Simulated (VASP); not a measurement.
# LiNbO3 (Pm-3m) in VASP: notebook

The runs below take LiNbO3 through single point, with PBE, PBE+U.

Everything below comes from runs of VASP 6.6.1. Logs are shortened: lines on timing, memory, paths and dates and some standing lists are left out, and cuts for length are marked.

**1. The cell of the first run**

Symmetry: Pm-3m, No. 221, cubic system. The conventional cell has a = 3.739 Å, b = 3.739 Å, c = 3.739 Å, α = 90.00°, β = 90.00°, γ = 90.00°. Li (site symmetry m-3m) has 6 O at 1.87 Å within 2.5 Å. Within 3.5 Å of Nb (site symmetry m-3m) lie 12 O at 2.64 Å and 8 Li at 3.24 Å. O (site symmetry 4/mmm) has 2 Li at 1.87 Å within 2.5 Å.

**2. Single point, PBE**

INCAR

```
ALGO = Normal ; EDIFF = 1E-6
ENCUT = 750 ; GGA = PE
GGA_COMPAT = False ; ISIF = 2
ISMEAR = 0 ; LASPH = True
LCHARG = True ; LELF = True
LREAL = False ; LVHAR = True
LWAVE = False ; NBANDS = 25
NELM = 120 ; PREC = Accurate
SIGMA = 0.1
```

KPOINTS

```
k-points
0
Gamma
  6 6 6
```

POSCAR

```
LiNbO3
1.0
    3.7389646240      0.0000000000      0.0000000000
    0.0000000000      3.7389646240      0.0000000000
    0.0000000000      0.0000000000      3.7389646240
Li Nb O
1 1 3
Direct
    0.5000000000      0.5000000000      0.5000000000
    0.0000000000      0.0000000000      0.0000000000
    0.0000000000      0.5000000000      0.5000000000
    0.5000000000      0.0000000000      0.5000000000
    0.5000000000      0.5000000000      0.0000000000
```

Potentials or basis: VASP PAW PBE potentials, release 64 (Li_sv, Nb_sv, O).

Command:

```console
cat potpaw_PBE.64/Li_sv/POTCAR potpaw_PBE.64/Nb_sv/POTCAR potpaw_PBE.64/O/POTCAR > POTCAR
mpirun -np 1 vasp_std > vasp.out
```

OUTCAR:

```text
EDIFF = 1E-6
   ENCUT = 750
   GGA = PE
   ISIF = 2
   ISMEAR = 0
   LASPH = True
   LREAL = False
   NELM = 120
   PREC = Accurate

 ion  position               nearest neighbor table
   1  0.500  0.500  0.500-   3 1.87   4 1.87   5 1.87   5 1.87   4 1.87   3 1.87
   2  0.000  0.000  0.000-
   3  0.000  0.500  0.500-   1 1.87   1 1.87
   4  0.500  0.000  0.500-   1 1.87   1 1.87
   5  0.500  0.500  0.000-   1 1.87   1 1.87

  LATTYP: Found a simple cubic cell.
 ALAT       =     3.7389646240

  Lattice vectors:

 A1 = (   3.7389646240,   0.0000000000,   0.0000000000)
 A2 = (   0.0000000000,   3.7389646240,   0.0000000000)
 A3 = (   0.0000000000,   0.0000000000,   3.7389646240)

Analysis of symmetry for initial positions (statically):
=====================================================================
 Subroutine PRICEL returns:
 Original cell was already a primitive cell.

 Routine SETGRP: Setting up the symmetry group for a
 simple cubic supercell.

 Subroutine GETGRP returns: Found 48 space group operations
 (whereof 48 operations were pure point group operations)
 out of a pool of 48 trial point group operations.

The static configuration has the point symmetry O_h .

Analysis of symmetry for dynamics (positions and initial velocities):
=====================================================================
 Subroutine PRICEL returns:
 Original cell was already a primitive cell.

 Routine SETGRP: Setting up the symmetry group for a
 simple cubic supercell.

 Subroutine GETGRP returns: Found 48 space group operations
 (whereof 48 operations were pure point group operations)
 out of a pool of 48 trial point group operations.

The dynamic configuration has the point symmetry O_h .

 Subroutine INISYM returns: Found 48 space group operations
 (whereof 48 operations are pure point group operations),
 and found     1 'primitive' translations

----------------------------------------------------------------------------------------

                                     Primitive cell

  volume of cell :      52.2702

  direct lattice vectors                    reciprocal lattice vectors
     3.738964624  0.000000000  0.000000000     0.267453721  0.000000000  0.000000000
     0.000000000  3.738964624  0.000000000     0.000000000  0.267453721  0.000000000
     0.000000000  0.000000000  3.738964624     0.000000000  0.000000000  0.267453721

  length of vectors
     3.738964624  3.738964624  3.738964624     0.267453721  0.267453721  0.267453721

  position of ions in fractional coordinates (direct lattice)
     0.500000000  0.500000000  0.500000000
     0.000000000  0.000000000  0.000000000
     0.000000000  0.500000000  0.500000000
     0.500000000  0.000000000  0.500000000
     0.500000000  0.500000000  0.000000000

  ion indices of the primitive-cell ions
   primitive index   ion index
                 1           1
                 2           2
                 3           3
                 4           4
                 5           5

----------------------------------------------------------------------------------------

 KPOINTS: k-points

Automatic generation of k-mesh.
 Grid dimensions read from file:
 generate k-points for:    6    6    6

 Generating k-lattice:

  Cartesian coordinates                     Fractional coordinates (reciprocal lattice)
     0.044575620  0.000000000  0.000000000     0.166666667  0.000000000  0.000000000
     0.000000000  0.044575620  0.000000000     0.000000000  0.166666667  0.000000000
     0.000000000  0.000000000  0.044575620     0.000000000  0.000000000  0.166666667

  Length of vectors
     0.044575620  0.044575620  0.044575620

  Shift w.r.t. Gamma in fractional coordinates (k-lattice)
     0.000000000  0.000000000  0.000000000

 Subroutine IBZKPT returns following result:
 ===========================================

 Found     20 irreducible k-points:

 Following reciprocal coordinates:
            Coordinates               Weight
  0.000000  0.000000  0.000000      1.000000
  0.166667  0.000000  0.000000      6.000000
  0.333333  0.000000  0.000000      6.000000
  0.500000  0.000000  0.000000      3.000000
  0.166667  0.166667  0.000000     12.000000
  0.333333  0.166667  0.000000     24.000000
[... 12 lines left out ...]
  0.500000  0.500000  0.333333      6.000000
  0.500000  0.500000  0.500000      1.000000
   k-points           NKPTS =     20   k-points in BZ     NKDIM =     20   number of bands    NBANDS=     25
   number of dos      NEDOS =    301   number of ions     NIONS =      5
   total plane-waves  NPLWV =  46656
   dimension x,y,z NGX =    36 NGY =   36 NGZ =   36
   dimension x,y,z NGXF=    72 NGYF=   72 NGZF=   72
   ions per type =               1   1   3
   NGX,Y,Z   is equivalent  to a cutoff of  16.01, 16.01, 16.01 a.u.
   NGXF,Y,Z  is equivalent  to a cutoff of  32.01, 32.01, 32.01 a.u.
 SYSTEM =  unknown system
   PREC   = accura    normal or accurate (medium, high low for compatibility)
   ISTART =      0    job   : 0-new  1-cont  2-samecut
   ICHARG =      2    charge: 1-file 2-atom 10-const
   ISPIN  =      1    spin polarized calculation?
   LNONCOLLINEAR =      F non collinear calculations
   LSORBIT =      F    spin-orbit coupling
   LASPH  =      T    aspherical Exc in radial PAW
   ENCUT  =  750.0 eV  55.12 Ry    7.42 a.u.   8.35  8.35  8.35*2*pi/ulx,y,z
   NELM   =    120;   NELMIN=  2; NELMDL= -5     # of ELM steps
   EDIFF  = 0.1E-05   stopping-criterion for ELM
   LREAL  =      F    real-space projection
   EDIFFG = 0.1E-04   stopping-criterion for IOM
   NSW    =      0    number of steps for IOM
   IBRION =     -1    ionic relax: 0-MD 1-quasi-New 2-CG
   NFREE  =      0    steps in history (QN), initial steepest desc. (CG)
   ISIF   =      2    stress and relaxation
   ISYM   =      2    0-nonsym 1-usesym 2-fastsym
   POTIM  = 0.5000    time-step for ionic-motion
   TEBEG  =    0.0;   TEEND  =   0.0 temperature during run
   PSTRESS=    0.0 pullay stress
   NELECT =      34.0000    total number of electrons
   NUPDOWN=      -1.0000    fix difference up-down
   EMIN   =  10.00;   EMAX   =-10.00  energy-range for DOS
   EFERMI =   0.00;   METHOD = LEGACY
   ISMEAR =     0;   SIGMA  =   0.10  broadening in eV -4-tet -1-fermi 0-gaus
   EFERMI_NEDOS =   21; number of points for ismear=-14 and -15
   IALGO  =     38    algorithm
   IMIX   =      4    mixing-type and parameters
     AMIX     =   0.40;   BMIX     =  1.00
     AMIX_MAG =   1.60;   BMIX_MAG =  1.00
  volume/ion in A,a.u.               =      10.45        70.55
  Fermi-wavevector in a.u.,A,eV,Ry     =   1.418458  2.680497 27.375232  2.012023
  Thomas-Fermi vector in A             =   2.539581
   LORBIT       =      0    0 simple, 1 ext, 2 COOP (PROOUT), +10 PAW based schemes
   GGA     = PE    functional components
   LHFCALC =     F    Hartree Fock is set to
   AEXX    =    0.0000 exact exchange contribution
   IVDW    =     0    specifies the selected vdW correction
   LEPSILON=     F    determine dielectric tensor
   LRPA    =     F    only Hartree local field effects (RPA)
 non-spin polarized calculation
 Gauss-broadening in eV      SIGMA  =   0.10
  energy-cutoff  :      750.00
  volume of cell :       52.27
 maximum number of plane-waves:      2469
 NGX is ok and might be reduce to    36
   NGX = 17   NGY = 17   NGZ = 17

 number of electron      33.9999991 magnetization

 Free energy of the ion-electron system (eV)
  ---------------------------------------------------
  ext. energy  EPLUGINS =         0.00000000
  ---------------------------------------------------
  free energy    TOTEN  =       -31.37648514 eV

  energy without entropy =      -31.35559990  energy(sigma->0) =      -31.36604252

 E-fermi :   5.2793     XC(G=0): -11.3905

 val. band max:        5.2477385376   @ k =   0.1667   0.1667   0.0000
 cond. band min:       5.2796248194   @ k =   0.1667   0.1667   0.1667
 fundamental gap:      0.0318862818
 Fermi energy:         5.2792542687

 k-point     1 :       0.0000    0.0000    0.0000
  band No.  band energies     occupation
      1     -52.1253      2.00000
      2     -36.0418      2.00000
      3     -27.9016      2.00000
      4     -27.9016      2.00000
      5     -27.9016      2.00000
      6     -12.5439      2.00000
[... 17 lines left out ...]
     24      20.7043      0.00000
     25      20.7854      0.00000

 k-point     2 :       0.1667    0.0000    0.0000
  band No.  band energies     occupation
      1     -52.1246      2.00000
      2     -36.0412      2.00000
      3     -27.9164      2.00000
      4     -27.9003      2.00000
      5     -27.9003      2.00000
      6     -12.4260      2.00000
[... 17 lines left out ...]
     24      18.1973      0.00000
     25      20.1617      0.00000

 k-point     3 :       0.3333    0.0000    0.0000
  band No.  band energies     occupation
      1     -52.1233      2.00000
      2     -36.0398      2.00000
      3     -27.9458      2.00000
      4     -27.8976      2.00000
      5     -27.8976      2.00000
      6     -12.1057      2.00000
[... 17 lines left out ...]
     24      15.3285      0.00000
     25      19.2515      0.00000

 k-point     4 :       0.5000    0.0000    0.0000
  band No.  band energies     occupation
      1     -52.1226      2.00000
      2     -36.0392      2.00000
      3     -27.9605      2.00000
      4     -27.8963      2.00000
      5     -27.8963      2.00000
      6     -11.7670      2.00000
[... 17 lines left out ...]
     24      13.0070      0.00000
     25      18.8312      0.00000
[... 365 lines left out ...]
 k-point    18 :       0.5000    0.3333    0.3333
  band No.  band energies     occupation
      1     -52.1186      2.00000
      2     -36.0348      2.00000
      3     -27.9476      2.00000
      4     -27.9329      2.00000
      5     -27.9314      2.00000
      6     -11.4503      2.00000
[... 17 lines left out ...]
     24      16.1711      0.00000
     25      16.5584      0.00000

 k-point    19 :       0.5000    0.5000    0.3333
  band No.  band energies     occupation
      1     -52.1179      2.00000
      2     -36.0341      2.00000
      3     -27.9454      2.00000
      4     -27.9454      2.00000
      5     -27.9302      2.00000
      6     -11.3215      2.00000
[... 17 lines left out ...]
     24      16.7175      0.00000
     25      16.7175      0.00000

 k-point    20 :       0.5000    0.5000    0.5000
  band No.  band energies     occupation
      1     -52.1173      2.00000
      2     -36.0334      2.00000
      3     -27.9431      2.00000
      4     -27.9431      2.00000
      5     -27.9431      2.00000
      6     -11.3335      2.00000
[... 17 lines left out ...]
     24      17.3158      0.00000
     25      17.3158      0.00000

------------------------ aborting loop because EDIFF is reached ----------------------------------------

  FORCE on cell =-STRESS in cart. coord.  units (eV):
  Direction    XX          YY          ZZ          XY          YZ          ZX
  --------------------------------------------------------------------------------------
  -------------------------------------------------------------------------------------
  Total       -9.7720520     -9.7720520     -9.7720520     -0.0000000      0.0000000     -0.0000000
  in kB     -299.5313511   -299.5313511   -299.5313511     -0.0000000      0.0000000     -0.0000000
  external PRESSURE =    -299.5313511 kB  Pullay stress =       0.0000000 kB

 VOLUME and BASIS-vectors are now :
 -----------------------------------------------------------------------------
  energy-cutoff  :      750.00
  volume of cell :       52.27
      direct lattice vectors                 reciprocal lattice vectors
     3.738964624  0.000000000  0.000000000     0.267453721  0.000000000  0.000000000
     0.000000000  3.738964624  0.000000000     0.000000000  0.267453721  0.000000000
     0.000000000  0.000000000  3.738964624     0.000000000  0.000000000  0.267453721

 POSITION                                       TOTAL-FORCE (eV/Angst)
 -----------------------------------------------------------------------------------
      1.86948      1.86948      1.86948         0.000000      0.000000      0.000000
      0.00000      0.00000      0.00000         0.000000      0.000000      0.000000
      0.00000      1.86948      1.86948         0.000000      0.000000      0.000000
      1.86948      0.00000      1.86948         0.000000      0.000000      0.000000
      1.86948      1.86948      0.00000         0.000000      0.000000      0.000000
 -----------------------------------------------------------------------------------
    total drift:                                0.000000      0.000000      0.000000

  FREE ENERGIE OF THE ION-ELECTRON SYSTEM (eV)
  ---------------------------------------------------
  free  energy   TOTEN  =       -31.3764851412 eV

  energy  without entropy=      -31.3555999010  energy(sigma->0) =      -31.36604252
```

Wall time 83 s (1 thread of Oxide Virtual Turin-like, shared host); peak memory 0.19 GiB.

Results:

- Free energy: -31.3765 eV
- Pressure: -30.0 GPa
- Band gap on the k mesh: zero (bands 17 and 18 overlap by 0.43 eV)

Levels at points of the mesh, in eV from the Fermi level:
```csv
k point,band 13,band 14,band 15,band 16,band 17,band 18,band 19,band 20,band 21,band 22
"(0.00, 0.00, 0.00)",-1.41,-1.41,-0.83,-0.83,-0.12,-0.12,-0.12,0.16,0.16,0.16
"(0.50, 0.00, 0.00)",-2.09,-2.09,-1.32,-0.83,-0.83,0.24,0.34,1.86,2.37,2.37
"(0.50, 0.50, 0.00)",-2.45,-2.45,-2.05,-0.92,0.12,0.81,0.86,1.80,2.39,2.39
"(0.50, 0.50, 0.50)",-0.16,-0.16,-0.16,0.15,0.15,0.29,0.29,0.29,0.78,0.78
```

Caveat: the cell stands under tension.

**3. Single point, PBE, collinear spin, zero start**

INCAR

```
SYSTEM = LiNbO3
  PREC = Accurate
  ENCUT = 750
  EDIFF = 1E-6
  ISMEAR = 0
  SIGMA = 0.1
  LREAL = .False.
  LASPH = .True.
  NELM = 200
  ALGO = Normal
  ISIF = 2
  LWAVE = .False.
  LCHARG = .False.
  ISPIN = 2
  MAGMOM = 0 0 0 0 0
  LORBIT = 11
  LMAXMIX = 4
  GGA = PE
  NBANDS = 29
  GGA_COMPAT = .False.
```

KPOINTS

```
Automatic mesh
0
Gamma
  6 6 6
  0 0 0
```

POSCAR is that of step 2.

Potentials or basis: VASP PAW PBE potentials, release 64 (Li_sv, Nb_sv, O).

Command:

```console
cat potpaw_PBE.64/Li_sv/POTCAR potpaw_PBE.64/Nb_sv/POTCAR potpaw_PBE.64/O/POTCAR > POTCAR
mpirun -np 1 vasp_std > vasp.out
```

Wall time 3.5 min (1 thread of Oxide Virtual Turin-like, shared host); peak memory 0.25 GiB.

It converged, with:

```yaml
Free_energy: -31.3765 eV
Pressure: -30.0 GPa
Band_gap_on_the_k_mesh: zero (filled and empty bands overlap)
Net_moment: 0.00 μB per cell
Valence_electrons_inside_the_program's_atomic_spheres: Li 2.15; Nb 9.90; O 4.87
```

Levels at points of the mesh, in eV from the Fermi level:
Spin up:
| k point | band 13 | band 14 | band 15 | band 16 | band 17 | band 18 | band 19 | band 20 | band 21 | band 22 |
| --- | --- | --- | --- | --- | --- | --- | --- | --- | --- | --- |
| (0.00, 0.00, 0.00) | -1.41 | -1.41 | -0.83 | -0.83 | -0.12 | -0.12 | -0.12 | 0.16 | 0.16 | 0.16 |
| (0.50, 0.00, 0.00) | -2.09 | -2.09 | -1.32 | -0.83 | -0.83 | 0.24 | 0.34 | 1.86 | 2.37 | 2.37 |
| (0.50, 0.50, 0.00) | -2.45 | -2.45 | -2.05 | -0.92 | 0.12 | 0.81 | 0.86 | 1.80 | 2.39 | 2.39 |
| (0.50, 0.50, 0.50) | -0.16 | -0.16 | -0.16 | 0.15 | 0.15 | 0.29 | 0.29 | 0.29 | 0.78 | 0.78 |
Spin down:
```tsv
k point	band 15	band 16	band 17	band 18	band 19	band 20
(0.00, 0.00, 0.00)	-0.83	-0.83	-0.12	-0.12	-0.12	0.16
(0.50, 0.00, 0.00)	-1.32	-0.83	-0.83	0.24	0.34	1.86
(0.50, 0.50, 0.00)	-2.05	-0.92	0.12	0.81	0.86	1.80
(0.50, 0.50, 0.50)	-0.16	0.15	0.15	0.29	0.29	0.29
```

Caveat: the cell stands under tension.

(Part 1 of 2 ends here.)

The gap in the log of VASP goes by the Fermi energy; the results here count the filled bands.